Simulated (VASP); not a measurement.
# BN (P3m1) in VASP: notebook

The runs below take BN through single point, with PBE.

Program: VASP 6.6.1. These are calculated values, not measurements. Logs are shortened: lines on timing, memory, paths and dates and some standing lists are left out, and cuts for length are marked.

### Step 1. The cell of the first run

The structure is trigonal, space group P3m1 (No. 156). The conventional cell has a = 2.554 Å, b = 2.554 Å, c = 4.227 Å, α = 90.00°, β = 90.00°, γ = 120.00°. B (site symmetry 3m) has 1 N at 1.13 Å within 1.5 Å. B (site symmetry 3m) has 4 N at 1.57 to 1.58 Å within 2.1 Å. Within 1.5 Å of N (site symmetry 3m) lie 1 B at 1.13 Å. N (site symmetry 3m) has 4 B at 1.58 to 1.77 Å within 2.1 Å.

### Step 2. Single point, PBE (atom 1 (B) moved by (+0.000, -0.450) A along y and z)

INCAR reads:

```
PREC = Accurate
ENCUT = 520
EDIFF = 1E-7
ISMEAR = 0
SIGMA = 0.05
LREAL = F
LASPH = T
NELM = 60
ALGO = Normal
ISIF = 2
LWAVE = F
LCHARG = F
GGA = PE
NBANDS = 16
```

KPOINTS reads:

```
Automatic mesh
0
Gamma
  12 12 6
```

POSCAR reads:

```
BN
1.0
    2.5539396017      0.0000000000      0.0000000000
   -1.2769698009      2.2117765748      0.0000000000
    0.0000000000      0.0000000000      4.2268550000
B N
2 2
Direct
    0.6666666667      0.3333333333      0.8932618668
    0.3333333333      0.6666666667      0.4997240000
    0.6666666667      0.3333333333      0.6252760000
    0.3333333333      0.6666666667      0.1252760000
```

Potentials or basis: VASP PAW PBE potentials, release 64 (B, N).

Command:

```console
cat potpaw_PBE.64/B/POTCAR potpaw_PBE.64/N/POTCAR > POTCAR
mpirun -np 1 vasp_std > vasp.out
```

OUTCAR:

```text
PREC = Accurate
   ENCUT = 520
   EDIFF = 1E-7
   ISMEAR = 0
   LREAL = F
   LASPH = T
   NELM = 60
   ISIF = 2
   GGA = PE

 ion  position               nearest neighbor table
   1  0.667  0.333  0.893-   3 1.13   4 1.77   4 1.77   4 1.77
   2  0.333  0.667  0.500-   3 1.57   3 1.57   3 1.57   4 1.58
   3  0.667  0.333  0.625-   1 1.13   2 1.57   2 1.57   2 1.57
   4  0.333  0.667  0.125-   2 1.58   1 1.77   1 1.77   1 1.77

  LATTYP: Found a hexagonal cell.
 ALAT       =     2.5539396017
 C/A-ratio  =     1.6550332659

  Lattice vectors:

 A1 = (   2.5539396017,   0.0000000000,   0.0000000000)
 A2 = (  -1.2769698009,   2.2117765748,   0.0000000000)
 A3 = (   0.0000000000,   0.0000000000,   4.2268550000)

Analysis of symmetry for initial positions (statically):
=====================================================================
 Subroutine PRICEL returns:
 Original cell was already a primitive cell.

 Routine SETGRP: Setting up the symmetry group for a
 hexagonal supercell.

 Subroutine GETGRP returns: Found  6 space group operations
 (whereof  6 operations were pure point group operations)
 out of a pool of 24 trial point group operations.

The static configuration has the point symmetry C_3v.

Analysis of symmetry for dynamics (positions and initial velocities):
=====================================================================
 Subroutine PRICEL returns:
 Original cell was already a primitive cell.

 Routine SETGRP: Setting up the symmetry group for a
 hexagonal supercell.

 Subroutine GETGRP returns: Found  6 space group operations
 (whereof  6 operations were pure point group operations)
 out of a pool of 24 trial point group operations.

The dynamic configuration has the point symmetry C_3v.

 Subroutine INISYM returns: Found  6 space group operations
 (whereof  6 operations are pure point group operations),
 and found     1 'primitive' translations

----------------------------------------------------------------------------------------

                                     Primitive cell

  volume of cell :      23.8764

  direct lattice vectors                    reciprocal lattice vectors
     2.553939602  0.000000000  0.000000000     0.391551938  0.226062617  0.000000000
    -1.276969801  2.211776575  0.000000000     0.000000000  0.452125233  0.000000000
     0.000000000  0.000000000  4.226855000     0.000000000  0.000000000  0.236582518

  length of vectors
     2.553939602  2.553939602  4.226855000     0.452125233  0.452125233  0.236582518

  position of ions in fractional coordinates (direct lattice)
     0.666666667  0.333333333  0.893261867
     0.333333333  0.666666667  0.499724000
     0.666666667  0.333333333  0.625276000
     0.333333333  0.666666667  0.125276000

  ion indices of the primitive-cell ions
   primitive index   ion index
                 1           1
                 2           2
                 3           3
                 4           4

----------------------------------------------------------------------------------------

 KPOINTS: Automatic mesh

Automatic generation of k-mesh.
 Grid dimensions read from file:
 generate k-points for:   12   12    6

 Generating k-lattice:

  Cartesian coordinates                     Fractional coordinates (reciprocal lattice)
     0.032629328  0.018838551  0.000000000     0.083333333  0.000000000  0.000000000
     0.000000000  0.037677103  0.000000000     0.000000000  0.083333333  0.000000000
     0.000000000  0.000000000  0.039430420     0.000000000  0.000000000  0.166666667

  Length of vectors
     0.037677103  0.037677103  0.039430420

  Shift w.r.t. Gamma in fractional coordinates (k-lattice)
     0.000000000  0.000000000  0.000000000

 Subroutine IBZKPT returns following result:
 ===========================================

 Found    100 irreducible k-points:

 Following reciprocal coordinates:
            Coordinates               Weight
  0.000000  0.000000  0.000000      1.000000
  0.083333  0.000000  0.000000      6.000000
  0.166667  0.000000  0.000000      6.000000
  0.250000  0.000000  0.000000      6.000000
  0.333333  0.000000  0.000000      6.000000
  0.416667  0.000000  0.000000      6.000000
[... 16 lines left out ...]
  0.166667  0.000000  0.166667      6.000000
  0.000000  0.166667  0.166667      6.000000
 [... further k-points ...]
   k-points           NKPTS =    100   k-points in BZ     NKDIM =    100   number of bands    NBANDS=     16
   number of dos      NEDOS =    301   number of ions     NIONS =      4
   total plane-waves  NPLWV =  12800
   dimension x,y,z NGX =    20 NGY =   20 NGZ =   32
   dimension x,y,z NGXF=    40 NGYF=   40 NGZF=   64
   ions per type =               2   2
   NGX,Y,Z   is equivalent  to a cutoff of  13.02, 13.02, 12.59 a.u.
   NGXF,Y,Z  is equivalent  to a cutoff of  26.04, 26.04, 25.17 a.u.
 SYSTEM =  unknown system
   PREC   = accura    normal or accurate (medium, high low for compatibility)
[... 35 lines left out ...]
   AEXX    =    0.0000 exact exchange contribution
   IVDW    =     0    specifies the selected vdW correction
   LEPSILON=     F    determine dielectric tensor
   LRPA    =     F    only Hartree local field effects (RPA)
 non-spin polarized calculation
 Gauss-broadening in eV      SIGMA  =   0.05
  energy-cutoff  :      520.00
  volume of cell :       23.88
 maximum number of plane-waves:       660
 NGX is ok and might be reduce to    20
   NGX =  9   NGY =  9   NGZ = 15

 number of electron      15.9999999 magnetization

 Free energy of the ion-electron system (eV)
  ---------------------------------------------------
  ext. energy  EPLUGINS =         0.00000000
  ---------------------------------------------------
  free energy    TOTEN  =       -28.84759699 eV

  energy without entropy =      -28.84755069  energy(sigma->0) =      -28.84757384

 E-fermi :  10.0534     XC(G=0): -12.7421

 val. band max:       10.0024196384   @ k =   0.0000   0.0000   0.0000
 cond. band min:      10.1042791282   @ k =   0.3333   0.3333   0.0000
 fundamental gap:      0.1018594897
 Fermi energy:        10.0533531991

 k-point     1 :       0.0000    0.0000    0.0000
  band No.  band energies     occupation
      1     -14.7361      2.00000
      2      -7.8631      2.00000
      3      -4.1318      2.00000
      4       3.0400      2.00000
      5       3.0400      2.00000
      6       4.5387      2.00000
[... 8 lines left out ...]
     15      19.9091      0.00000
     16      23.4461      0.00000

 k-point     2 :       0.0833    0.0000    0.0000
  band No.  band energies     occupation
      1     -14.5996      2.00000
      2      -7.7395      2.00000
      3      -3.9987      2.00000
      4       2.3624      2.00000
      5       2.8225      2.00000
      6       4.5365      2.00000
[... 8 lines left out ...]
     15      20.0632      0.00000
     16      23.5503      0.00000

 k-point     3 :       0.1667    0.0000    0.0000
  band No.  band energies     occupation
      1     -14.1980      2.00000
      2      -7.3871      2.00000
      3      -3.6080      2.00000
      4       0.8419      2.00000
      5       2.2863      2.00000
      6       4.3057      2.00000
[... 8 lines left out ...]
     15      20.6998      0.00000
     16      23.8577      0.00000

 k-point     4 :       0.2500    0.0000    0.0000
  band No.  band energies     occupation
      1     -13.5613      2.00000
      2      -6.8801      2.00000
      3      -2.9972      2.00000
      4      -0.8944      2.00000
      5       1.6550      2.00000
      6       3.7529      2.00000
[... 8 lines left out ...]
     15      21.7909      0.00000
     16      23.7196      0.00000
[... 324 lines left out ...]
 k-point    22 :       0.0000    0.0833    0.1667
  band No.  band energies     occupation
      1     -14.5531      2.00000
      2      -8.1602      2.00000
      3      -3.3124      2.00000
      4       2.3654      2.00000
      5       2.8526      2.00000
      6       4.1935      2.00000
[... 8 lines left out ...]
     15      20.4213      0.00000
     16      23.3611      0.00000

 k-point    23 :       0.1667    0.0000    0.1667
  band No.  band energies     occupation
      1     -14.1541      2.00000
      2      -7.7730      2.00000
      3      -3.0105      2.00000
      4       0.9295      2.00000
      5       2.3204      2.00000
      6       3.9768      2.00000
[... 8 lines left out ...]
     15      20.5468      0.00000
     16      23.8034      0.00000

 k-point    24 :       0.0000    0.1667    0.1667
  band No.  band energies     occupation
      1     -14.1540      2.00000
      2      -7.7757      2.00000
      3      -2.9822      2.00000
      4       0.8287      2.00000
      5       2.3227      2.00000
      6       4.0954      2.00000
[... 8 lines left out ...]
     15      20.8960      0.00000
     16      23.7887      0.00000

 [... further k-points ...]

------------------------ aborting loop because EDIFF is reached ----------------------------------------

  FORCE on cell =-STRESS in cart. coord.  units (eV):
  Direction    XX          YY          ZZ          XY          YZ          ZX
  --------------------------------------------------------------------------------------
  -------------------------------------------------------------------------------------
  Total        2.8542219      2.8542219     20.3144769     -0.0000000     -0.0000000      0.0000000
  in kB      191.5265944    191.5265944   1363.1605178     -0.0000000     -0.0000000      0.0000000
  external PRESSURE =     582.0712356 kB  Pullay stress =       0.0000000 kB

 VOLUME and BASIS-vectors are now :
 -----------------------------------------------------------------------------
  energy-cutoff  :      520.00
  volume of cell :       23.88
      direct lattice vectors                 reciprocal lattice vectors
     2.553939602  0.000000000  0.000000000     0.391551938  0.226062617  0.000000000
    -1.276969801  2.211776575  0.000000000     0.000000000  0.452125233  0.000000000
     0.000000000  0.000000000  4.226855000     0.000000000  0.000000000  0.236582518

 POSITION                                       TOTAL-FORCE (eV/Angst)
 -----------------------------------------------------------------------------------
      1.27697      0.73726      3.77569         0.000000     -0.000000     35.851836
     -0.00000      1.47452      2.11226        -0.000000      0.000000     -5.888542
      1.27697      0.73726      2.64295        -0.000000      0.000000    -24.771750
     -0.00000      1.47452      0.52952         0.000000     -0.000000     -5.191544
 -----------------------------------------------------------------------------------
    total drift:                                0.000000      0.000000     -0.000167

  FREE ENERGIE OF THE ION-ELECTRON SYSTEM (eV)
  ---------------------------------------------------
  free  energy   TOTEN  =       -28.8475969921 eV

  energy  without entropy=      -28.8475506944  energy(sigma->0) =      -28.84757384
```

Run time: 23 s. Hardware: 1 thread of Intel Xeon 6975P-C (Granite Rapids), shared host; peak memory 0.15 GiB.

What came out:

- Free energy: -28.8476 eV
- Pressure: 58.2 GPa
- Largest force: 35.852 eV/Å
- Band gap on the k mesh: 0.10 eV (least direct gap 4.15 eV)

Forces in eV/Å, atoms in the order of the input:
```
B     0.000   0.000  35.852
B     0.000   0.000  -5.889
N     0.000   0.000 -24.772
N     0.000   0.000  -5.192
```

Levels at points of the mesh, in eV from the valence-band top:
```
           k point  band 6  band 7  band 8  band 9  band 10  band 11
(0.00, 0.00, 0.00)   -5.46    0.00    0.00    4.49     4.49     4.87
(0.50, 0.00, 0.00)   -8.14   -7.67   -1.67    3.10     3.35     4.83
(0.00, 0.00, 0.50)   -6.85   -0.52   -0.52    3.75     5.35     5.35
(0.50, 0.00, 0.50)   -7.62   -5.41   -2.80    2.16     2.92     6.89
```

Caveat: the cell differs from its parent crystal (atom 1 (B) moved by (+0.000, -0.450) A along y and z); the stress differs along the axes, from 19 to 136 GPa; semilocal functionals underestimate gaps, and a narrow one can read as zero; forces of over 1 eV/Å act on the atoms, so gaps and moduli don't describe the material at rest.

### Step 3. Single point, PBE (atom 1 (B) moved by (+0.000, +0.450) A along y and z)

INCAR reads:

```
ALGO     = Normal         # electronic algorithm
EDIFF    = 1E-6           # SCF threshold, eV
ENCUT    = 520            # plane-wave cutoff, eV
GGA      = PE             # functional
ISIF     = 2              # what is computed and relaxed
ISMEAR   = 0              # smearing method
LASPH    = True           # aspherical terms in the spheres
LCHARG   = False          # write CHGCAR
LREAL    = False          # projectors in reciprocal space
LWAVE    = False          # write WAVECAR
NBANDS   = 16             # bands
NELM     = 80             # most SCF steps
PREC     = Accurate       # precision mode
SIGMA    = 0.05           # smearing width, eV
```

KPOINTS reads:

```
k-points
0
Gamma
  12 12 6
```

POSCAR, as its differences from that of step 2:

```diff
@@ -8,3 +8,3 @@
 Direct
-    0.6666666667      0.3333333333      0.8932618668
+    0.6666666667      0.3333333333      1.1061861332
     0.3333333333      0.6666666667      0.4997240000
```

Potentials or basis: VASP PAW PBE potentials, release 64 (B, N).

Command:

```console
cat potpaw_PBE.64/B/POTCAR potpaw_PBE.64/N/POTCAR > POTCAR
mpirun -np 1 vasp_std > vasp.out
```

Wall time 20 s (1 thread of Intel Xeon 6975P-C (Granite Rapids), shared host); peak memory 0.15 GiB.

It converged, with:

```
Free energy            : -32.8940 eV
Pressure               : 18.0 GPa
Largest force          : 5.316 eV/Å
Band gap on the k mesh : 2.94 eV (least direct gap 4.28 eV)
```

Forces in eV/Å, atoms in the order of the input:
```
B    0.000  0.000 -5.316
B    0.000  0.000  4.552
N    0.000  0.000 -1.793
N    0.000  0.000  2.558
```

Stress tensor (GPa, compression positive):
```
12.97  0.00  0.00
 0.00 12.97  0.00
 0.00  0.00 27.96
```

Levels at points of the mesh, in eV from the valence-band top:
| k point | band 4 | band 5 | band 6 | band 7 | band 8 | band 9 | band 10 | band 11 | band 12 | band 13 |
| --- | --- | --- | --- | --- | --- | --- | --- | --- | --- | --- |
| (0.00, 0.00, 0.00) | -4.94 | -4.94 | -0.80 | -0.80 | 0.00 | 7.14 | 7.14 | 7.44 | 8.15 | 10.12 |
| (0.50, 0.00, 0.00) | -8.62 | -7.70 | -7.39 | -3.94 | -3.24 | 5.01 | 6.43 | 9.35 | 11.10 | 11.80 |
| (0.00, 0.00, 0.50) | -4.81 | -4.81 | -4.26 | -1.04 | -1.04 | 7.13 | 7.52 | 7.52 | 9.05 | 9.43 |
| (0.50, 0.00, 0.50) | -9.95 | -7.50 | -4.70 | -3.69 | -1.91 | 2.94 | 5.55 | 7.35 | 9.23 | 13.26 |

Caveat: the cell differs from its parent crystal (atom 1 (B) moved by (+0.000, +0.450) A along y and z); the stress differs along the axes, from 13 to 28 GPa; forces of over 1 eV/Å act on the atoms, so gaps and moduli don't describe the material at rest.

### Step 4. Single point, PBE (atom 1 (B) moved by (+0.000, -0.225) A along y and z)

INCAR reads:

```
PREC = Accurate
ENCUT = 520
EDIFF = 1E-6
ISMEAR = 0
SIGMA = 0.05
LREAL = False
LASPH = True
NELM = 100
ALGO = Normal
ISIF = 2
LWAVE = False
LCHARG = True
GGA = PE
LELF = True
LVHAR = True
NBANDS = 16
```

KPOINTS reads:

```
regular mesh
0
Gamma
  12 12 6
```

POSCAR, as its differences from that of step 3:

```diff
@@ -8,3 +8,3 @@
 Direct
-    0.6666666667      0.3333333333      1.1061861332
+    0.6666666667      0.3333333333      0.9464929334
     0.3333333333      0.6666666667      0.4997240000
```

Command:

```console
cat potpaw_PBE.64/B/POTCAR potpaw_PBE.64/N/POTCAR > POTCAR
mpirun -np 1 vasp_std > vasp.out
```

Run time: 16 s. Hardware: 1 thread of Intel Xeon 6975P-C (Granite Rapids), shared host; peak memory 0.15 GiB.

The run converged. Its results:

| Property | Result |
| --- | --- |
| Free energy | -33.7196 eV |
| Pressure | 10.0 GPa |
| Largest force | 11.158 eV/Å |
| Band gap on the k mesh | 2.76 eV (least direct gap 6.57 eV) |

Forces in eV/Å, atoms in the order of the input:
```
B    0.000  0.000 11.158
B    0.000  0.000 -2.683
N    0.000  0.000 -5.131
N    0.000  0.000 -3.345
```

Stress tensor (GPa, compression positive):
```
 4.04  0.00  0.00
 0.00  4.04  0.00
 0.00  0.00 21.83
```

Levels at points of the mesh, in eV from the valence-band top:
| k point | band 6 | band 7 | band 8 | band 9 | band 10 | band 11 |
| --- | --- | --- | --- | --- | --- | --- |
| (0.00, 0.00, 0.00) | -2.70 | 0.00 | 0.00 | 6.69 | 6.69 | 7.62 |
| (0.50, 0.00, 0.00) | -6.49 | -6.17 | -1.96 | 5.34 | 5.93 | 7.76 |
| (0.00, 0.00, 0.50) | -3.54 | -0.61 | -0.61 | 7.03 | 7.89 | 7.89 |
| (0.50, 0.00, 0.50) | -5.90 | -4.45 | -3.06 | 4.68 | 5.25 | 8.83 |

Caveat: the cell differs from its parent crystal (atom 1 (B) moved by (+0.000, -0.225) A along y and z); the stress differs along the axes, from 4 to 22 GPa; forces of over 1 eV/Å act on the atoms, so gaps and moduli don't describe the material at rest. A k mesh can miss the band edges.

### Step 5. Single point, PBE (atom 1 (B) moved by (+0.000, +0.225) A along y and z)

INCAR reads:

```
  PREC = Accurate
  ENCUT = 520
  EDIFF = 1E-7
  ISMEAR = 0
  SIGMA = 0.05
  LREAL = F
  LASPH = T
  NELM = 60
  ALGO = Normal
  ISIF = 2
  LWAVE = F
  LCHARG = F
  GGA = PE
  NBANDS = 16
```

KPOINTS reads:

```
Automatic mesh
0
Gamma
  12 12 6
```

POSCAR, as its differences from that of step 4:

```diff
@@ -8,3 +8,3 @@
 Direct
-    0.6666666667      0.3333333333      0.9464929334
+    0.6666666667      0.3333333333      1.0529550666
     0.3333333333      0.6666666667      0.4997240000
```

Command:

```console
cat potpaw_PBE.64/B/POTCAR potpaw_PBE.64/N/POTCAR > POTCAR
mpirun -np 1 vasp_std > vasp.out
```

Run time: 16 s. Hardware: 1 thread of Intel Xeon 6975P-C (Granite Rapids), shared host; peak memory 0.15 GiB.

Results (log left out):

| Quantity | Value |
| --- | --- |
| Free energy | -34.1621 eV |
| Pressure | 7.1 GPa |
| Largest force | 5.137 eV/Å |
| Band gap on the k mesh | 4.60 eV (least direct gap 7.32 eV) |

Forces in eV/Å, atoms in the order of the input:
```
B    0.000  0.000 -5.137
B    0.000  0.000  2.534
N    0.000  0.000  0.144
N    0.000  0.000  2.459
```

Stress tensor (GPa, compression positive):
```
 5.43  0.00  0.00
 0.00  5.43  0.00
 0.00  0.00 10.45
```

Levels at points of the mesh, in eV from the valence-band top:
```
           k point  band 6  band 7  band 8  band 9  band 10  band 11
(0.00, 0.00, 0.00)   -0.64   -0.64    0.00    7.41     7.75     7.75
(0.50, 0.00, 0.00)   -6.42   -4.18   -2.97    5.76     7.31    10.28
(0.00, 0.00, 0.50)   -3.40   -1.04   -1.04    7.75     8.54     8.54
(0.50, 0.00, 0.50)   -4.31   -3.66   -2.72    4.60     6.13     8.40
```

Caveat: the cell differs from its parent crystal (atom 1 (B) moved by (+0.000, +0.225) A along y and z); the stress differs along the axes, from 5 to 10 GPa; forces of over 1 eV/Å act on the atoms, so gaps and moduli don't describe the material at rest. A k mesh can miss the band edges.

### Step 6. Overview

```csv
cell,gap on the mesh (eV),pressure (GPa),largest force (eV/Å)
"as given, atomic positions A",0.10,58.2,35.85
"as given, atomic positions B",2.94,18.0,5.32
"as given, atomic positions C",2.76,10.0,11.16
"as given, atomic positions D",4.60,7.1,5.14
```

Alike in all rows: task single point; level PBE; potentials or basis VASP PAW PBE potentials, release 64 (B, N); no spin polarisation; k mesh 12 × 12 × 6; cutoff (eV) 520; smearing gaussian 0.05 eV.

Caveats: forces of over 1 eV/Å act on the atoms, so gaps and moduli don't describe the material at rest; the stress differs along the axes, from 19 to 136 GPa (at least some runs); semilocal functionals underestimate gaps, and a narrow one can read as zero (at least some runs); the stress differs along the axes, from 13 to 28 GPa (at least some runs); the stress differs along the axes, from 4 to 22 GPa (at least some runs); the stress differs along the axes, from 5 to 10 GPa (at least some runs).

Absolute energies hang on the potentials; compare differences alone.
